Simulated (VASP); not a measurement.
# MoAu6 (Pm-3m) in VASP: relaxation of cell and atoms with PBE

Aim: the relaxation of cell and atoms of MoAu6 with PBE.

Program: VASP 6.6.1. These are calculated values, not measurements. Logs are shortened: lines on timing, memory, paths and dates and some standing lists are left out, and cuts for length are marked.

### 1 The cell of the first run

It takes space group Pm-3m (No. 221, cubic). The conventional cell has a = 6.452 Å, b = 6.452 Å, c = 6.452 Å, α = 90.00°, β = 90.00°, γ = 90.00°. Within 3.4 Å of Au (site symmetry 4mm) lie 5 Au at 2.55 to 2.76 Å.

The cell was generated, and may not be a known phase.

### 2 Relaxation of cell and atoms, PBE

Input file INCAR:

```
SYSTEM = MoAu6
  PREC = Accurate
  ENCUT = 600
  EDIFF = 1E-7
  ISMEAR = 0
  SIGMA = 0.1
  LREAL = .False.
  LASPH = .True.
  NELM = 100
  ALGO = Normal
  ISIF = 3
  LWAVE = .False.
  LCHARG = .False.
  GGA = PE
  IBRION = 2
  NSW = 100
  EDIFFG = -0.01
```

Input file KPOINTS:

```
regular mesh
0
Gamma
  6 6 6
  0 0 0
```

Input file POSCAR:

```
MoAu6
1.0
    6.4519339189      0.0000000000      0.0000000000
    0.0000000000      6.4519339189      0.0000000000
    0.0000000000      0.0000000000      6.4519339189
Mo Au
1 6
Direct
    0.0000000000      0.0000000000      0.0000000000
    0.8026151738      0.5000000000      0.5000000000
    0.1973848262      0.5000000000      0.5000000000
    0.5000000000      0.5000000000      0.8026151738
    0.5000000000      0.5000000000      0.1973848262
    0.5000000000      0.1973848262      0.5000000000
    0.5000000000      0.8026151738      0.5000000000
```

Potentials or basis: VASP PAW PBE potentials, release 64 (Mo_sv, Au).

The run is started by

```sh
> cat potpaw_PBE.64/Mo_sv/POTCAR potpaw_PBE.64/Au/POTCAR > POTCAR
> mpirun -np 1 vasp_std > vasp.out
```

OUTCAR:

```text
SYSTEM = MoAu6
   PREC = Accurate
   ENCUT = 600
   EDIFF = 1E-7
   ISMEAR = 0
   LREAL = .False.
   LASPH = .True.
   NELM = 100
   ISIF = 3
   GGA = PE
   IBRION = 2
   NSW = 100
   EDIFFG = -0.01

 ion  position               nearest neighbor table
   1  0.000  0.000  0.000-
   2  0.803  0.500  0.500-   3 2.55   4 2.76   5 2.76   6 2.76   7 2.76
   3  0.197  0.500  0.500-   2 2.55   4 2.76   5 2.76   6 2.76   7 2.76
   4  0.500  0.500  0.803-   5 2.55   3 2.76   2 2.76   6 2.76   7 2.76
   5  0.500  0.500  0.197-   4 2.55   3 2.76   2 2.76   6 2.76   7 2.76
   6  0.500  0.197  0.500-   7 2.55   3 2.76   4 2.76   5 2.76   2 2.76
   7  0.500  0.803  0.500-   6 2.55   3 2.76   4 2.76   5 2.76   2 2.76

  LATTYP: Found a simple cubic cell.
 ALAT       =     6.4519339189

  Lattice vectors:

 A1 = (   6.4519339189,   0.0000000000,   0.0000000000)
 A2 = (   0.0000000000,   6.4519339189,   0.0000000000)
 A3 = (   0.0000000000,   0.0000000000,   6.4519339189)

Analysis of symmetry for initial positions (statically):
=====================================================================
 Subroutine PRICEL returns:
 Original cell was already a primitive cell.

 Routine SETGRP: Setting up the symmetry group for a
 simple cubic supercell.

 Subroutine GETGRP returns: Found 48 space group operations
 (whereof 48 operations were pure point group operations)
 out of a pool of 48 trial point group operations.

The static configuration has the point symmetry O_h .

Analysis of symmetry for dynamics (positions and initial velocities):
=====================================================================
 Subroutine PRICEL returns:
 Original cell was already a primitive cell.

 Routine SETGRP: Setting up the symmetry group for a
 simple cubic supercell.

 Subroutine GETGRP returns: Found 48 space group operations
 (whereof 48 operations were pure point group operations)
 out of a pool of 48 trial point group operations.

The dynamic configuration has the point symmetry O_h .

 Subroutine INISYM returns: Found 48 space group operations
 (whereof 48 operations are pure point group operations),
 and found     1 'primitive' translations

----------------------------------------------------------------------------------------

                                     Primitive cell

  volume of cell :     268.5776

  direct lattice vectors                    reciprocal lattice vectors
     6.451933919  0.000000000  0.000000000     0.154992288  0.000000000  0.000000000
     0.000000000  6.451933919  0.000000000     0.000000000  0.154992288  0.000000000
     0.000000000  0.000000000  6.451933919     0.000000000  0.000000000  0.154992288

  length of vectors
     6.451933919  6.451933919  6.451933919     0.154992288  0.154992288  0.154992288

  position of ions in fractional coordinates (direct lattice)
     0.000000000  0.000000000  0.000000000
     0.802615174  0.500000000  0.500000000
     0.197384826  0.500000000  0.500000000
     0.500000000  0.500000000  0.802615174
     0.500000000  0.500000000  0.197384826
     0.500000000  0.197384826  0.500000000
     0.500000000  0.802615174  0.500000000

  ion indices of the primitive-cell ions
   primitive index   ion index
                 1           1
                 2           2
                 3           3
                 4           4
                 5           5
                 6           6
                 7           7

----------------------------------------------------------------------------------------

 KPOINTS: regular mesh

Automatic generation of k-mesh.
 Grid dimensions read from file:
 generate k-points for:    6    6    6

 Generating k-lattice:

  Cartesian coordinates                     Fractional coordinates (reciprocal lattice)
     0.025832048  0.000000000  0.000000000     0.166666667  0.000000000  0.000000000
     0.000000000  0.025832048  0.000000000     0.000000000  0.166666667  0.000000000
     0.000000000  0.000000000  0.025832048     0.000000000  0.000000000  0.166666667

  Length of vectors
     0.025832048  0.025832048  0.025832048

  Shift w.r.t. Gamma in fractional coordinates (k-lattice)
     0.000000000  0.000000000  0.000000000

 Subroutine IBZKPT returns following result:
 ===========================================

 Found     20 irreducible k-points:

 Following reciprocal coordinates:
            Coordinates               Weight
  0.000000  0.000000  0.000000      1.000000
  0.166667  0.000000  0.000000      6.000000
  0.333333  0.000000  0.000000      6.000000
  0.500000  0.000000  0.000000      3.000000
  0.166667  0.166667  0.000000     12.000000
  0.333333  0.166667  0.000000     24.000000
[... 12 lines left out ...]
  0.500000  0.500000  0.333333      6.000000
  0.500000  0.500000  0.500000      1.000000
   k-points           NKPTS =     20   k-points in BZ     NKDIM =     20   number of bands    NBANDS=     48
   number of dos      NEDOS =    301   number of ions     NIONS =      7
   total plane-waves  NPLWV = 157464
   dimension x,y,z NGX =    54 NGY =   54 NGZ =   54
   dimension x,y,z NGXF=   108 NGYF=  108 NGZF=  108
   ions per type =               1   6
   NGX,Y,Z   is equivalent  to a cutoff of  13.91, 13.91, 13.91 a.u.
   NGXF,Y,Z  is equivalent  to a cutoff of  27.83, 27.83, 27.83 a.u.
 SYSTEM =  MoAu6
   PREC   = accura    normal or accurate (medium, high low for compatibility)
   ISTART =      0    job   : 0-new  1-cont  2-samecut
   ICHARG =      2    charge: 1-file 2-atom 10-const
   ISPIN  =      1    spin polarized calculation?
   LNONCOLLINEAR =      F non collinear calculations
   LSORBIT =      F    spin-orbit coupling
   LASPH  =      T    aspherical Exc in radial PAW
   ENCUT  =  600.0 eV  44.10 Ry    6.64 a.u.  12.89 12.89 12.89*2*pi/ulx,y,z
   NELM   =    100;   NELMIN=  2; NELMDL= -5     # of ELM steps
   EDIFF  = 0.1E-06   stopping-criterion for ELM
   LREAL  =      F    real-space projection
   EDIFFG = -.1E-01   stopping-criterion for IOM
   NSW    =    100    number of steps for IOM
   IBRION =      2    ionic relax: 0-MD 1-quasi-New 2-CG
   NFREE  =      1    steps in history (QN), initial steepest desc. (CG)
   ISIF   =      3    stress and relaxation
   ISYM   =      2    0-nonsym 1-usesym 2-fastsym
   POTIM  = 0.5000    time-step for ionic-motion
   TEBEG  =    0.0;   TEEND  =   0.0 temperature during run
   PSTRESS=    0.0 pullay stress
   NELECT =      80.0000    total number of electrons
   NUPDOWN=      -1.0000    fix difference up-down
   EMIN   =  10.00;   EMAX   =-10.00  energy-range for DOS
   EFERMI =   0.00;   METHOD = LEGACY
   ISMEAR =     0;   SIGMA  =   0.10  broadening in eV -4-tet -1-fermi 0-gaus
   EFERMI_NEDOS =   21; number of points for ismear=-14 and -15
   IALGO  =     38    algorithm
   IMIX   =      4    mixing-type and parameters
     AMIX     =   0.40;   BMIX     =  1.00
     AMIX_MAG =   1.60;   BMIX_MAG =  1.00
  volume/ion in A,a.u.               =      38.37       258.92
  Fermi-wavevector in a.u.,A,eV,Ry     =   1.093322  2.066080 16.263777  1.195354
  Thomas-Fermi vector in A             =   2.229605
   LORBIT       =      0    0 simple, 1 ext, 2 COOP (PROOUT), +10 PAW based schemes
   GGA     = PE    functional components
   LHFCALC =     F    Hartree Fock is set to
   AEXX    =    0.0000 exact exchange contribution
   IVDW    =     0    specifies the selected vdW correction
   LEPSILON=     F    determine dielectric tensor
   LRPA    =     F    only Hartree local field effects (RPA)
 conjugate gradient relaxation of ions
 non-spin polarized calculation
 Gauss-broadening in eV      SIGMA  =   0.10
  energy-cutoff  :      600.00
  volume of cell :      268.58
 maximum number of plane-waves:      9045
 NGX is ok and might be reduce to    54
   NGX = 25   NGY = 25   NGZ = 25

--------------------------------------- Ionic step        1  -------------------------------------------

 number of electron      80.0000012 magnetization

 Free energy of the ion-electron system (eV)
  ---------------------------------------------------
  ext. energy  EPLUGINS =         0.00000000
  ---------------------------------------------------
  free energy    TOTEN  =       -17.24480233 eV

  energy without entropy =      -17.02671851  energy(sigma->0) =      -17.13576042

------------------------ aborting loop because EDIFF is reached ----------------------------------------

  FORCE on cell =-STRESS in cart. coord.  units (eV):
  Direction    XX          YY          ZZ          XY          YZ          ZX
  --------------------------------------------------------------------------------------
  -------------------------------------------------------------------------------------
  Total       -0.1481716     -0.1481716     -0.1481716      0.0000000     -0.0000000     -0.0000000
  in kB       -0.8839057     -0.8839057     -0.8839057      0.0000000     -0.0000000     -0.0000000
  external PRESSURE =      -0.8839057 kB  Pullay stress =       0.0000000 kB

 VOLUME and BASIS-vectors are now :
 -----------------------------------------------------------------------------
  energy-cutoff  :      600.00
  volume of cell :      268.58
      direct lattice vectors                 reciprocal lattice vectors
     6.451933919  0.000000000  0.000000000     0.154992288  0.000000000  0.000000000
     0.000000000  6.451933919  0.000000000     0.000000000  0.154992288  0.000000000
     0.000000000  0.000000000  6.451933919     0.000000000  0.000000000  0.154992288

 POSITION                                       TOTAL-FORCE (eV/Angst)
 -----------------------------------------------------------------------------------
      0.00000      0.00000      0.00000        -0.000000      0.000000      0.000000
      5.17842      3.22597      3.22597        -0.020145     -0.000000      0.000000
      1.27351      3.22597      3.22597         0.020145      0.000000     -0.000000
      3.22597      3.22597      5.17842        -0.000000      0.000000     -0.020145
      3.22597      3.22597      1.27351         0.000000     -0.000000      0.020145
      3.22597      1.27351      3.22597        -0.000000      0.020145     -0.000000
      3.22597      5.17842      3.22597         0.000000     -0.020145      0.000000
 -----------------------------------------------------------------------------------
    total drift:                                0.000000      0.000000      0.000000
[... 30 lines left out ...]
 POSITION                                       TOTAL-FORCE (eV/Angst)
 -----------------------------------------------------------------------------------
      6.44535      0.00000     -0.00000         0.000000      0.000000      0.000000
      5.17216      3.22267      3.22267         0.023809      0.000000     -0.000000
      1.27318      3.22267      3.22267        -0.023809      0.000000      0.000000
      3.22267      3.22267      5.17216         0.000000      0.000000      0.023809
      3.22267      3.22267      1.27318         0.000000      0.000000     -0.023809
      3.22267      1.27318      3.22267         0.000000     -0.023809      0.000000
      3.22267      5.17216      3.22267         0.000000      0.023809     -0.000000
 -----------------------------------------------------------------------------------
    total drift:                                0.000000      0.000000      0.000000

  FREE ENERGIE OF THE ION-ELECTRON SYSTEM (eV)
  ---------------------------------------------------
  free  energy   TOTEN  =       -17.2449073850 eV

  energy  without entropy=      -17.0274931455  energy(sigma->0) =      -17.13620027

--------------------------------------- Ionic step        3  -------------------------------------------

 number of electron      80.0000012 magnetization

 Free energy of the ion-electron system (eV)
  ---------------------------------------------------
  ext. energy  EPLUGINS =         0.00000000
  ---------------------------------------------------
  free energy    TOTEN  =       -17.24497771 eV

  energy without entropy =      -17.02730875  energy(sigma->0) =      -17.13614323

 E-fermi :   1.5153     XC(G=0):  -7.9174

 val. band max:        1.5107404303   @ k =   0.5000   0.3333   0.3333
 cond. band min:       1.5165682843   @ k =   0.1667   0.1667   0.0000
 fundamental gap:      0.0058278540
 Fermi energy:         1.5152572021

 k-point     1 :       0.0000    0.0000    0.0000
  band No.  band energies     occupation
      1     -59.2873      2.00000
      2     -33.4200      2.00000
      3     -33.4200      2.00000
      4     -33.4200      2.00000
      5      -5.9197      2.00000
      6      -3.4049      2.00000
[... 1022 lines left out ...]
 VOLUME and BASIS-vectors are now :
 -----------------------------------------------------------------------------
  energy-cutoff  :      600.00
  volume of cell :      268.07
      direct lattice vectors                 reciprocal lattice vectors
     6.447902915  0.000000000 -0.000000000     0.155089184 -0.000000000 -0.000000000
     0.000000000  6.447902915 -0.000000000     0.000000000  0.155089184  0.000000000
     0.000000000 -0.000000000  6.447902915     0.000000000  0.000000000  0.155089184

 POSITION                                       TOTAL-FORCE (eV/Angst)
 -----------------------------------------------------------------------------------
      0.00000      0.00000      0.00000        -0.000000     -0.000000      0.000000
      5.17459      3.22395      3.22395         0.006598     -0.000000     -0.000000
      1.27331      3.22395      3.22395        -0.006598     -0.000000      0.000000
      3.22395      3.22395      5.17459        -0.000000     -0.000000      0.006598
      3.22395      3.22395      1.27331        -0.000000     -0.000000     -0.006598
      3.22395      1.27331      3.22395        -0.000000     -0.006598      0.000000
      3.22395      5.17459      3.22395        -0.000000      0.006598     -0.000000
 -----------------------------------------------------------------------------------
    total drift:                                0.000000      0.000000     -0.000000

  FREE ENERGIE OF THE ION-ELECTRON SYSTEM (eV)
  ---------------------------------------------------
  free  energy   TOTEN  =       -17.2449777079 eV

  energy  without entropy=      -17.0273087546  energy(sigma->0) =      -17.13614323

 reached required accuracy - stopping structural energy minimisation
```

Wall time 21 min (1 thread of AMD EPYC 7R43 (Zen 3), shared host); peak memory 0.55 GiB.

Results:

```yaml
Free_energy: -17.2450 eV
Relaxed_volume: 38.30 Å³/atom
Relaxed_cell: a = 6.448 Å, b = 6.448 Å, c = 6.448 Å, α = 90.00°, β = 90.00°, γ = 90.00°
Space_group_after_relaxing_to_0.1_Å: Pm-3m (No. 221)
Energy_gained_by_relaxing: 0.0 meV/atom
Ionic_steps: 3
Pressure_after_relaxing: 0.0 GPa
Largest_force_after_relaxing: 0.007 eV/Å
Band_gap_on_the_k_mesh: zero (bands 40 and 41 overlap by 0.06 eV)
```

Forces in eV/Å, atoms in the order of the input:
```
Mo   0.000  0.000  0.000
Au   0.007  0.000  0.000
Au  -0.007  0.000  0.000
Au   0.000  0.000  0.007
Au   0.000  0.000 -0.007
Au   0.000 -0.007  0.000
Au   0.000  0.007  0.000
```

Step by step:
```tsv
step	energy change (eV)	largest force (eV/Å)	pressure (GPa)	volume (Å³)
1	0.0000	0.0201	-0.09	268.58
2	-0.0001	0.0238	0.04	267.76
3	-0.0002	0.0066	-0.01	268.07
```

Final structure:
```cif
data_structure
_symmetry_space_group_name_H-M 'P 1'
_symmetry_Int_Tables_number 1
_cell_length_a 6.4479
_cell_length_b 6.4479
_cell_length_c 6.4479
_cell_angle_alpha 90.000
_cell_angle_beta 90.000
_cell_angle_gamma 90.000
_cell_volume 268.07
loop_
_atom_site_label
_atom_site_type_symbol
_atom_site_fract_x
_atom_site_fract_y
_atom_site_fract_z
_atom_site_occupancy
Mo1 Mo 0.00000 0.00000 0.00000 1
Au1 Au 0.80252 0.50000 0.50000 1
Au2 Au 0.19748 0.50000 0.50000 1
Au3 Au 0.50000 0.50000 0.80252 1
Au4 Au 0.50000 0.50000 0.19748 1
Au5 Au 0.50000 0.19748 0.50000 1
Au6 Au 0.50000 0.80252 0.50000 1
```

Caveat: spin-orbit coupling is left out, which moves the levels of the heavy elements.
